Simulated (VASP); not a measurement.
Wanted: the native input for a VASP 6.6.1 run.

```yaml
Task: single point
Functional: PBE
Potentials_or_basis: VASP PAW PBE potentials, release 64 (Si, C)
Cutoff: 520 eV
k_mesh: 12 × 12 × 7
Occupations: fermi-dirac, width 0.02 eV
Spin: no spin polarisation
Dipole_correction: no
Further_INCAR_settings: ALGO = Normal; EDIFF = 1e-07; NBANDS = 16
```

The structure of SiC lies in POSCAR:

```
SiC
1.0
    3.0735139282      0.0000000000      0.0000000000
   -1.5367569641      2.6617411407      0.0000000000
    0.0000000000      0.0000000000      5.0452477100
Si C
2 2
Direct
    0.3333333300      0.6666666700      0.4996024000
    0.6666666700      0.3333333300      0.9996024000
    0.3333333300      0.6666666700      0.8753976000
    0.6666666700      0.3333333300      0.3753976000
```

The input as run:

INCAR

```
  ALGO = Normal
  EDIFF = 1E-7
  ENCUT = 520
  GGA = PE
  ISIF = 2
  ISMEAR = -1
  LASPH = True
  LCHARG = False
  LREAL = False
  LWAVE = False
  NBANDS = 16
  NELM = 60
  PREC = Accurate
  SIGMA = 0.02
```

KPOINTS

```
k-points
0
Gamma
  12 12 7
```

Potentials or basis: VASP PAW PBE potentials, release 64 (Si, C).

Run with:

```bash
$ cat potpaw_PBE.64/Si/POTCAR potpaw_PBE.64/C/POTCAR > POTCAR
$ mpirun -np 1 vasp_std > vasp.out
```

Results of the run:

- Pressure: 3.9 GPa
- Band gap on the k mesh: 2.27 eV, indirect (least direct gap 3.98 eV)

Run time: 27 s on 1 thread of AMD EPYC 9R45 96-Core Processor (Zen 5) (shared host), peak memory 0.15 GiB.
